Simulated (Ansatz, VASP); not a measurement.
**One calculation of Ca8CO, two programs**

```
CELL_PARAMETERS angstrom
7.81324 0.00000 0.00000
0.00000 7.81324 0.00000
0.00000 0.00000 20.60939
ATOMIC_POSITIONS crystal
Ca 0.25000 0.25000 0.19409
Ca 0.25000 0.75000 0.19409
Ca 0.75000 0.25000 0.19409
Ca 0.75000 0.75000 0.19409
Ca 0.00000 0.00000 0.32070
Ca 0.00000 0.50000 0.32070
Ca 0.50000 0.00000 0.32070
Ca 0.50000 0.50000 0.32070
C 0.14947 0.75000 0.40610
O 0.35053 0.75000 0.40610
```

Alike in both runs: task single point; functional PBE; k mesh 4 × 4 × 1; occupations gaussian, width 0.1 eV; no spin polarisation.

|  | VASP | Ansatz |
| --- | --- | --- |
| version | VASP 6.6.1 | Ansatz 0.2.0 |
| potentials or method | VASP PAW PBE potentials, release 64 (Ca_sv, C, O), cutoff 520 eV | scalar-relativistic, plane waves, PAW |
| valence electrons in the cell | 90 | 90 |

VASP gave:

```
gap on the k mesh at the Fermi level (eV) : none
rms of the force components (eV/Å)        : 1.536
```

**Question.** What did Ansatz give for the same quantities?

**Answer.** gap on the k mesh at the Fermi level (eV): none; rms of the force components (eV/Å): 1.557.

Atom by atom the forces differ by 0.021 eV/Å (rms over components). A gap of «none» marks a metal or a gap that the smearing closes. With one functional, cell and mesh, what is left measures potentials, basis and numerics.
